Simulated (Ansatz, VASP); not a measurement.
# NaF in VASP and in Ansatz

```xyz
2
Lattice="0.0000 2.2972 2.2972 2.2972 0.0000 2.2972 2.2972 2.2972 0.0000" Properties=species:S:1:pos:R:3 pbc="T T T"
Na    0.0000    0.0000    0.0000
F     2.2972    2.2972    2.2972
```

Alike in both runs: task single point; functional PBE; k mesh 10 × 10 × 10; occupations fermi-dirac, width 0.02 eV; no spin polarisation.

```csv
,VASP,Ansatz
version,VASP 6.6.1,Ansatz 0.2.0
potentials or method,"VASP PAW PBE potentials, release 64 (Na_pv, F)","plane waves, PAW"
plane-wave cutoff (eV),520,420
valence electrons in the cell,14,16
```

Ansatz gave:

```
gap on the k mesh at the Fermi level (eV) : 6.46
pressure (GPa)                            : 3.6
```

Q: Estimate VASP's values.

A: gap on the k mesh at the Fermi level (eV): 6.44; pressure (GPa): 3.5.

The functional is the same, so the differences come from potentials, cutoffs and numerics. VASP's potentials hold 14 valence electrons a cell and Ansatz's 16, so a difference there can come from the potentials and not from the codes.
